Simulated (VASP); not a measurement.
Crystal: CuO.

```
Cu O
1.0
     3.17953    0.00000    0.00000
    -1.58977    2.75356    0.00000
     0.00000    0.00000    4.43149
Cu O
2 2
Direct
  0.00000 0.00000 0.00000
  0.00000 0.00000 0.50000
  0.33333 0.66667 0.25000
  0.66667 0.33333 0.75000
```

Base run:

| Item | Value |
| --- | --- |
| Program | VASP 6.6.1 |
| Functional | PBEsol |
| Potentials or basis | VASP PAW PBE potentials, release 64 (Cu, O) |
| Cutoff | 520 eV |
| k mesh | 10 × 10 × 6 |
| Occupations | fermi-dirac, width 0.05 eV |
| Spin | no spin polarisation |
| Hubbard terms | Cu d U = 5.3 eV |

Its results: band gap on the k mesh zero (bands 17 and 18 overlap by 1.13 eV); pressure -7.8 GPa.

Task: The run is repeated on the same cell with these changes: hubbard terms from Cu d U = 5.3 eV to none. What comes out?

Result: Band gap on the k mesh zero (bands 17 and 18 overlap by 1.14 eV); pressure -2.4 GPa.

Caveats: the PAW data sets were made with another functional, which shifts forces and pressure a little; the cell stands under tension (at least some runs); U without spin polarisation on a metal has little footing (at least some runs); semilocal functionals often make such compounds metallic where correlation or magnetic order opens a gap, which also shifts bond lengths (at least some runs).
